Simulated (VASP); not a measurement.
# AlNi2 (P-3m1) in VASP: notebook, part 2 of 2

VASP 6.6.1.

## (5) Single point, PBEsol

The input, INCAR:

```
PREC = Accurate
ENCUT = 520
EDIFF = 1E-6
ISMEAR = 1
SIGMA = 0.2
LREAL = False
LASPH = True
NELM = 80
ALGO = Fast
ISIF = 2
LWAVE = False
LCHARG = True
GGA = PS
LELF = True
LVHAR = True
NBANDS = 32
```

The input, KPOINTS:

```
Automatic mesh
0
Gamma
  12 12 8
```

The input, POSCAR:

```
AlNi2
1.0
    3.9740030242      0.0000000000      0.0000000000
   -1.9870015121      3.4415875737      0.0000000000
    0.0000000000      0.0000000000      4.9042588200
Al Ni
2 4
Direct
    0.3333333333      0.6666666667      0.1898740600
    0.6666666667      0.3333333333      0.8101259400
    0.3333333333      0.6666666667      0.6851100400
    0.6666666667      0.3333333333      0.3148899600
    0.0000000000      0.0000000000      0.5000000000
    0.0000000000      0.0000000000      0.0000000000
```

Started as:

```console
cat potpaw_PBE.64/Al/POTCAR potpaw_PBE.64/Ni/POTCAR > POTCAR
mpirun -np 1 vasp_std > vasp.out
```

It took 2.4 min on 1 thread of Intel Xeon 6975P-C (Granite Rapids), shared host; peak memory 0.33 GiB.

Results (log left out):

* Free energy: -35.8144 eV
* Pressure: 0.2 GPa
* Largest force: 0.064 eV/Å
* Band gap on the k mesh: zero (band 23 reaches 13.83 eV, above the bottom of band 24 at 9.61 eV)

Forces on the atoms (eV/Å):
```
Al   0.000  0.000  0.064
Al   0.000  0.000 -0.064
Ni   0.000  0.000  0.009
Ni   0.000  0.000 -0.009
Ni   0.000  0.000  0.000
Ni   0.000  0.000  0.000
```

Levels at points of the mesh, in eV from the Fermi level:
```
           k point  band 20  band 21  band 22  band 23  band 24  band 25  band 26  band 27
(0.00, 0.00, 0.00)    -0.65    -0.54    -0.54     0.71     3.14     3.14     3.85     3.85
(0.50, 0.00, 0.00)    -0.79    -0.72    -0.63    -0.55    -0.31     0.99     1.78     3.41
(0.00, 0.00, 0.50)    -0.73    -0.68    -0.68     3.87     4.00     4.00     4.26     4.26
(0.50, 0.00, 0.50)    -0.96    -0.79    -0.63    -0.37    -0.26     1.71     1.81     3.36
```

Caveat: the PAW data sets were made with another functional, which shifts forces and pressure a little.

## (6) Single point, PBEsol

The input, INCAR:

```
PREC = Accurate ; ENCUT = 520
EDIFF = 1E-6 ; ISMEAR = 1
SIGMA = 0.01 ; LREAL = F
LASPH = T ; NELM = 100
ALGO = Fast ; ISIF = 2
LWAVE = F ; LCHARG = T
GGA = PS ; LELF = T
LVHAR = T ; NBANDS = 32
```

KPOINTS is that of step 5.

POSCAR is that of step 5.

Potentials or basis: VASP PAW PBE potentials, release 64 (Al, Ni).

Started as:

```console
cat potpaw_PBE.64/Al/POTCAR potpaw_PBE.64/Ni/POTCAR > POTCAR
mpirun -np 1 vasp_std > vasp.out
```

OUTCAR:

```text
PREC = Accurate
   ENCUT = 520
   EDIFF = 1E-6
   ISMEAR = 1
   LREAL = F
   LASPH = T
   NELM = 100
   ISIF = 2
   GGA = PS

 ion  position               nearest neighbor table
   1  0.333  0.667  0.190-   4 2.37   4 2.37   4 2.37   3 2.43   3 2.48   6 2.48   6 2.48   6 2.48
                             5 2.75   5 2.75   5 2.75   2 2.96   2 2.96   2 2.96
   2  0.667  0.333  0.810-   3 2.37   3 2.37   3 2.37   4 2.43   4 2.48   6 2.48   6 2.48   6 2.48
                             5 2.75   5 2.75   5 2.75   1 2.96   1 2.96   1 2.96
   3  0.333  0.667  0.685-   2 2.37   2 2.37   2 2.37   1 2.43   5 2.47   5 2.47   5 2.47   1 2.48
                             6 2.77   6 2.77   6 2.77   4 2.93   4 2.93   4 2.93
   4  0.667  0.333  0.315-   1 2.37   1 2.37   1 2.37   2 2.43   5 2.47   5 2.47   5 2.47   2 2.48
                             6 2.77   6 2.77   6 2.77   3 2.93   3 2.93   3 2.93
[... 1056 lines left out ...]
  external PRESSURE =       2.1449831 kB  Pullay stress =       0.0000000 kB

 VOLUME and BASIS-vectors are now :
 -----------------------------------------------------------------------------
  energy-cutoff  :      520.00
  volume of cell :       67.07
      direct lattice vectors                 reciprocal lattice vectors
     3.974003024  0.000000000  0.000000000     0.251635440  0.145281789  0.000000000
    -1.987001512  3.441587574  0.000000000     0.000000000  0.290563578  0.000000000
     0.000000000  0.000000000  4.904258820     0.000000000  0.000000000  0.203904410

 POSITION                                       TOTAL-FORCE (eV/Angst)
 -----------------------------------------------------------------------------------
     -0.00000      2.29439      0.93119         0.000000      0.000000      0.064595
      1.98700      1.14720      3.97307         0.000000     -0.000000     -0.064595
     -0.00000      2.29439      3.35996        -0.000000     -0.000000      0.012575
      1.98700      1.14720      1.54430         0.000000      0.000000     -0.012575
      0.00000      0.00000      2.45213        -0.000000      0.000000      0.000000
      0.00000      0.00000      0.00000         0.000000      0.000000      0.000000
 -----------------------------------------------------------------------------------
    total drift:                                0.000000     -0.000000      0.000000

  FREE ENERGIE OF THE ION-ELECTRON SYSTEM (eV)
  ---------------------------------------------------
  free  energy   TOTEN  =       -35.8172213170 eV

  energy  without entropy=      -35.8171744755  energy(sigma->0) =      -35.81720570
```

OSZICAR:

```text
N       E                     dE             d eps       ncg     rms          rms(c)
DAV:   1     0.289226450644E+03    0.28923E+03   -0.19877E+04  8416   0.182E+03
DAV:   2    -0.230639774893E+02   -0.31229E+03   -0.29641E+03  8400   0.352E+02
DAV:   3    -0.413713902089E+02   -0.18307E+02   -0.17376E+02  9696   0.114E+02
DAV:   4    -0.417002998776E+02   -0.32891E+00   -0.32841E+00 10096   0.141E+01
DAV:   5    -0.417120509452E+02   -0.11751E-01   -0.11750E-01 10704   0.234E+00    0.235E+01
RMM:   6    -0.437400991661E+02   -0.20280E+01   -0.80752E+01  9104   0.912E+01    0.265E+01
RMM:   7    -0.359709531698E+02    0.77691E+01   -0.22679E+01  8388   0.516E+01    0.563E+00
RMM:   8    -0.367964579246E+02   -0.82550E+00   -0.20336E+00  8874   0.136E+01    0.109E+01
RMM:   9    -0.358523417047E+02    0.94412E+00   -0.86243E-01  8744   0.953E+00    0.133E+00
RMM:  10    -0.358546543620E+02   -0.23127E-02   -0.99986E-02  9160   0.250E+00    0.203E+00
RMM:  11    -0.358228009783E+02    0.31853E-01   -0.43373E-02  9199   0.179E+00    0.728E-01
RMM:  12    -0.358172147358E+02    0.55862E-02   -0.12021E-02  9598   0.864E-01    0.248E-01
RMM:  13    -0.358171611150E+02    0.53621E-04   -0.34972E-03 10230   0.361E-01    0.128E-01
RMM:  14    -0.358172033716E+02   -0.42257E-04   -0.80377E-04 10507   0.202E-01    0.598E-02
RMM:  15    -0.358172247676E+02   -0.21396E-04   -0.30951E-04  9556   0.147E-01    0.527E-02
RMM:  16    -0.358172171352E+02    0.76323E-05   -0.13188E-04 10560   0.865E-02    0.150E-02
RMM:  17    -0.358172209406E+02   -0.38053E-05   -0.46249E-05 11212   0.332E-02    0.839E-03
RMM:  18    -0.358172213170E+02   -0.37643E-06   -0.38196E-06  6485   0.111E-02
   1 F= -.35817221E+02 E0= -.35817206E+02  d E =-.468415E-04
```

stdout:

```text
POSCAR found type information on POSCAR AlNi
 POSCAR found :  2 types and       6 ions
 scaLAPACK will be used
 -----------------------------------------------------------------------------
|                                                                             |
|                                                                             |
|     You enforced a specific xc type in the INCAR file but a different       |
|     I HOPE YOU KNOW WHAT YOU ARE DOING!                                     |
|                                                                             |
 -----------------------------------------------------------------------------

 LDA part: xc-table for (Slater+PW92), standard interpolation
 POSCAR, INCAR and KPOINTS ok, starting setup
 FFT: planning ... GRIDC
 FFT: planning ... GRID_SOFT
 FFT: planning ... GRID
 WAVECAR not read
 entering main loop
```

It took 2.4 min on 1 thread of Intel Xeon 6975P-C (Granite Rapids), shared host; peak memory 0.33 GiB.

What came out:

* Free energy: -35.8172 eV
* Pressure: 0.2 GPa
* Largest force: 0.065 eV/Å
* Band gap on the k mesh: zero (band 23 reaches 13.83 eV, above the bottom of band 24 at 9.61 eV)

Forces on the atoms (eV/Å):
```
Al   0.000  0.000  0.065
Al   0.000  0.000 -0.065
Ni   0.000  0.000  0.013
Ni   0.000  0.000 -0.013
Ni   0.000  0.000  0.000
Ni   0.000  0.000  0.000
```

Levels at points of the mesh, in eV from the Fermi level:
```csv
k point,band 19,band 20,band 21,band 22,band 23,band 24,band 25,band 26,band 27,band 28
"(0.00, 0.00, 0.00)",-0.65,-0.65,-0.54,-0.54,0.70,3.14,3.14,3.85,3.85,4.88
"(0.50, 0.00, 0.00)",-0.98,-0.79,-0.73,-0.63,-0.55,-0.31,0.98,1.78,3.40,3.85
"(0.00, 0.00, 0.50)",-0.73,-0.73,-0.68,-0.68,3.87,3.99,3.99,4.25,4.25,5.16
"(0.50, 0.00, 0.50)",-1.20,-0.97,-0.79,-0.63,-0.37,-0.27,1.70,1.81,3.36,4.83
```

Caveat: the PAW data sets were made with another functional, which shifts forces and pressure a little.

## (7) Summary

| smearing | gap on the mesh (eV) | pressure (GPa) | largest force (eV/Å) |
| --- | --- | --- | --- |
| gaussian 0.3 eV | none | 0.4 | 0.06 |
| gaussian 0.5 eV | none | 0.9 | 0.05 |
| methfessel-paxton 0.05 eV | none | 0.2 | 0.06 |
| methfessel-paxton 0.2 eV | none | 0.2 | 0.06 |
| methfessel-paxton 0.01 eV | none | 0.2 | 0.06 |

Alike in all rows: task single point; level PBEsol; potentials or basis VASP PAW PBE potentials, release 64 (Al, Ni); no spin polarisation; cell as given; k mesh 12 × 12 × 8; cutoff (eV) 520.

Every run on the cell as given and a fine mesh finds a metal.

Caveats: the PAW data sets were made with another functional, which shifts forces and pressure a little.

Absolute energies hang on the potentials; compare differences alone.
